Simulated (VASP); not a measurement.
Input of a VASP 6.6.1 run:

The input INCAR:

```
ALGO = Normal ; EDIFF = 1E-6
ENCUT = 520 ; GGA = PE
ISIF = 2 ; ISMEAR = 0
ISPIN = 2 ; LASPH = T
LCHARG = F ; LMAXMIX = 4
LORBIT = 11 ; LREAL = F
LWAVE = F ; MAGMOM = 3 3
NBANDS = 23 ; NELM = 150
PREC = Accurate ; SIGMA = 0.024
```

File KPOINTS:

```
k-points
0
Gamma
  11 11 6
```

The input POSCAR:

```
Cr
1.0
    2.7140000000      0.0000000000      0.0000000000
   -1.3570000000      2.3503929459      0.0000000000
    0.0000000000      0.0000000000      4.4100000000
Cr
2
Direct
    0.6666666667      0.3333333333      0.7500000000
    0.3333333333      0.6666666667      0.2500000000
```

Potentials or basis: VASP PAW PBE potentials, release 64 (Cr_pv).

Run with:

```bash
$ cat potpaw_PBE.64/Cr_pv/POTCAR > POTCAR
$ mpirun -np 1 vasp_std > vasp.out
```

Q: What does it give for the pressure?

A: -25.6 GPa.

Q: What does it give for the site moments?

A: Cr +0.93 μB.

Q: What does it give for the band gap on the k mesh?

A: Zero (filled and empty bands overlap).

Q: Predict the net moment.

A: 2.03 μB per cell.

Stress tensor (GPa, compression positive):
```
-26.27   0.00   0.00
  0.00 -26.27   0.00
  0.00   0.00 -24.27
```

Caveat: the cell stands under tension; an empty level that is flat over the whole mesh can mark a ghost state of the potentials, or a narrow d or f band.
